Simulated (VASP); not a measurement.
Here is a VASP 6.6.1 calculation.

INCAR

```
PREC = Accurate ; ENCUT = 520
EDIFF = 1E-7 ; ISMEAR = 0
SIGMA = 0.02 ; LREAL = F
LASPH = T ; NELM = 60
ALGO = Normal ; ISIF = 2
LWAVE = F ; LCHARG = F
LDIPOL = T ; IDIPOL = 3
DIPOL = 0.5 0.5 0.500 ; GGA = PE
IVDW = 12 ; NBANDS = 28
```

File KPOINTS:

```
regular mesh
0
Gamma
  6 6 1
```

The input POSCAR:

```
SnO
1.0
    3.8969703185     -0.0000147556      0.0000000000
    0.0000147556      3.8969703185      0.0000000000
    0.0000000000      0.0000000000     30.6349243850
Sn O
2 2
Direct
    0.7500000000      0.2500000000      0.4622489955
    0.2500000000      0.7500000000      0.5377510045
    0.2500000000      0.2500000000      0.5000000000
    0.7500000000      0.7500000000      0.5000000000
```

Potentials or basis: VASP PAW PBE potentials, release 64 (Sn_d, O).

Command:

```sh
$ cat potpaw_PBE.64/Sn_d/POTCAR potpaw_PBE.64/O/POTCAR > POTCAR
$ mpirun -np 1 vasp_std > vasp.out
```

Problem. Predict the band gap on the k mesh.

Solution. 2.81 eV (least direct gap 2.83 eV).

Problem. What does it give for the largest force?

Solution. 0.086 eV/Å.

Problem. Predict the dispersion energy per atom.

Solution. -0.132 eV.

Forces on the atoms (eV/Å):
```
Sn   0.000  0.000 -0.086
Sn   0.000  0.000  0.086
O    0.000  0.000  0.000
O    0.000  0.000  0.000
```

Caveat: the cell differs from its parent crystal (biaxial strain +0.020, then relaxed in part); spin-orbit coupling is left out, which moves the levels of the heavy elements.
